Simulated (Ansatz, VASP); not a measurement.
Au in VASP and in Ansatz

Contents of INCAR:

```
PREC = Accurate ; ENCUT = 520
EDIFF = 1E-7 ; ISMEAR = 0
SIGMA = 0.15 ; LREAL = F
LASPH = T ; NELM = 100
ALGO = Fast ; ISIF = 2
LWAVE = F ; LCHARG = T
GGA = PE ; LELF = T
LVHAR = T ; NBANDS = 12
```

File KPOINTS:

```
regular mesh
0
Gamma
  20 20 20
```

The input POSCAR:

```
Au
1.0
    0.0000000000      2.1068650000      2.0148175000
    2.1068650000      0.0000000000      2.0148175000
    2.1068650000      2.1068650000      0.0000000000
Au
1
Direct
    0.0000000000      0.0000000000      0.0000000000
```

Input for Ansatz:

```yaml
crystal:
  lattice:
    - [0.0, 2.106865, 2.0148175]
    - [2.106865, 0.0, 2.0148175]
    - [2.106865, 2.106865, 0.0]
  atoms:
    - { symbol: Au, position: [0.0, 0.0, 0.0] }
basis:
  ecutwfc: 420
kpoints:
  mp_grid: { grid: [20, 20, 20] }
hamiltonian:
  xc: pbe
scf:
  occupations: { method: gaussian, width: 0.15 }
output:
  forces: true
  stress: true
  eigenvalues: true
```

Change from the starting cell: strain +0.030 along x and y, -0.015 along z, atoms carried along.

Alike in both runs: task single point; functional PBE; k mesh 20 × 20 × 20; occupations gaussian, width 0.15 eV; no spin polarisation.

|  | VASP | Ansatz |
| --- | --- | --- |
| version | VASP 6.6.1 | Ansatz 0.2.0 |
| potentials or method | VASP PAW PBE potentials, release 64 (Au), cutoff 520 eV | scalar-relativistic, plane waves, PAW |
| valence electrons in the cell | 11 | 19 |

```tsv
	VASP	Ansatz	Ansatz less VASP
gap on the k mesh at the Fermi level (eV)	none	none	-
pressure (GPa)	0.5	0.7	+0.21
traceless stress, the component that is largest in VASP (GPa)	0.75	0.74	-0.004
```

A gap of «none» marks a metal or a gap that the smearing closes. With one functional, cell and mesh, what is left measures potentials, basis and numerics. VASP's potentials hold 11 valence electrons a cell and Ansatz's 19, so a difference there can come from the potentials and not from the codes.

Spin-orbit coupling is off throughout.
